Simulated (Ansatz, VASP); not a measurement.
## Two plane-wave programs on HfO2

Contents of INCAR:

```
SYSTEM = HfO2
PREC     = Accurate       ! precision mode
ENCUT    = 520            ! plane-wave cutoff, eV
EDIFF    = 1E-7           ! SCF threshold, eV
ISMEAR   = 0              ! smearing method
SIGMA    = 0.01           ! smearing width, eV
LREAL    = .False.        ! projectors in reciprocal space
LASPH    = .True.         ! aspherical terms in the spheres
NELM     = 100            ! most SCF steps
ALGO     = Normal         ! electronic algorithm
ISIF     = 2              ! what is computed and relaxed
LWAVE    = .False.        ! write WAVECAR
LCHARG   = .False.        ! write CHGCAR
GGA      = PE             ! functional
NBANDS   = 18             ! bands
```

The input KPOINTS:

```
regular mesh
0
Gamma
  4 4 4
  0 0 0
```

The input POSCAR:

```
HfO2
1.0
    0.0000000000      2.5575000000      2.5575000000
    2.5575000000      0.0000000000      2.5575000000
    2.5575000000      2.5575000000      0.0000000000
Hf O
1 2
Direct
    0.0000000000      0.0000000000      0.0000000000
    0.2500000000      0.2500000000      0.2500000000
    0.7500000000      0.7500000000      0.7500000000
```

Input for Ansatz:

```yaml
crystal:
  lattice:
    - [0.0, 2.5575, 2.5575]
    - [2.5575, 0.0, 2.5575]
    - [2.5575, 2.5575, 0.0]
  atoms:
    - { symbol: Hf, position: [0.0, 0.0, 0.0] }
    - { symbol: O, position: [0.25, 0.25, 0.25] }
    - { symbol: O, position: [0.75, 0.75, 0.75] }
kpoints:
  mp_grid:
    grid: [4, 4, 4]
hamiltonian:
  xc: pbe
scf:
  occupations:
    method: fixed
output:
  stress: true
```

Alike in both runs: task single point; functional PBE; k mesh 4 × 4 × 4; no spin polarisation.

|  | VASP | Ansatz |
| --- | --- | --- |
| version | VASP 6.6.1 | Ansatz 0.2.0 |
| potentials or method | VASP PAW PBE potentials, release 64 (Hf_pv, O) | plane waves, PAW |
| plane-wave cutoff (eV) | 520 | 420 |
| occupations | gaussian, width 0.01 eV | fixed |
| valence electrons in the cell | 22 | 38 |

|  | VASP | Ansatz | Ansatz less VASP |
| --- | --- | --- | --- |
| pressure (GPa) | -6.0 | -2.5 | +3.52 |

VASP's potentials hold 22 valence electrons a cell and Ansatz's 38, so a difference there can come from the potentials and not from the codes.

The k mesh is coarse, so the values compare programs but aren't converged. Spin-orbit coupling is off throughout.
